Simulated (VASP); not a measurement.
CuO:

```
Cu O
1.0
     2.34465   -1.71340    0.00000
     2.34465    1.71340    0.00000
    -0.86055    0.00000    5.05944
Cu O
2 2
Direct
  0.00320 0.49680 0.00000
  0.49680 0.00320 0.50000
  0.57140 0.40560 0.25370
  0.40560 0.57140 0.75370
```

| Item | Value |
| --- | --- |
| Program | VASP 6.6.1 |
| Task | relaxation of cell and atoms |
| Functional | LDA |
| Potentials or basis | VASP PAW LDA potentials, release 64 (Cu, O) |
| Cutoff | 600 eV |
| k mesh | 8 × 8 × 4 |
| Occupations | fermi-dirac, width 0.05 eV |
| Spin | no spin polarisation |

At the start: pressure -8.9 GPa; volume 10.16 Å³/atom.

Task: How do energy, volume and symmetry change on relaxing?

Result: Over 46 steps the energy falls by 58.4 meV/atom and the volume is 10.30 Å³/atom (+1.3 %); space group Cc (No. 9, to 0.1 Å) before, Cccm (No. 66, to 0.1 Å).

The path:
```tsv
step	energy change (eV)	largest force (eV/Å)	pressure (GPa)	volume (Å³)
1	0.0000	0.7907	-8.89	40.65
3	-0.1099	0.2968	2.05	38.42
5	-0.1216	0.1833	0.17	38.83
7	-0.1434	0.0663	-0.81	39.51
9	-0.1553	0.2137	-1.85	40.53
11	-0.1732	0.2288	-0.84	40.76
13	-0.1987	0.2339	-0.09	41.11
15	-0.2211	0.1334	-1.34	41.42
17	-0.2249	0.1140	0.62	41.00
19	-0.2279	0.0842	-0.11	41.08
21	-0.2290	0.0388	0.02	41.05
23	-0.2313	0.0449	0.57	41.05
25	-0.2316	0.0496	0.84	41.04
27	-0.2325	0.0287	0.04	41.22
29	-0.2327	0.0246	-0.22	41.27
31	-0.2332	0.0306	-0.07	41.19
33	-0.2333	0.0027	0.03	41.17
35	-0.2333	0.0116	0.07	41.16
37	-0.2333	0.0037	0.09	41.17
39	-0.2333	0.0075	-0.03	41.19
41	-0.2333	0.0083	-0.08	41.20
43	-0.2334	0.0092	0.03	41.18
45	-0.2334	0.0023	0.07	41.18
46	-0.2334	0.0046	0.00	41.19
```

Final structure:
```
Cu O
1.0
     2.04494   -1.98493    0.15345
     2.04494    1.98493    0.15345
    -0.40183    0.00000    5.04371
Cu O
2 2
Direct
  0.99426 0.49415 0.00188
  0.49415 0.99426 0.50188
  0.49551 0.49308 0.25182
  0.49308 0.49551 0.75182
```
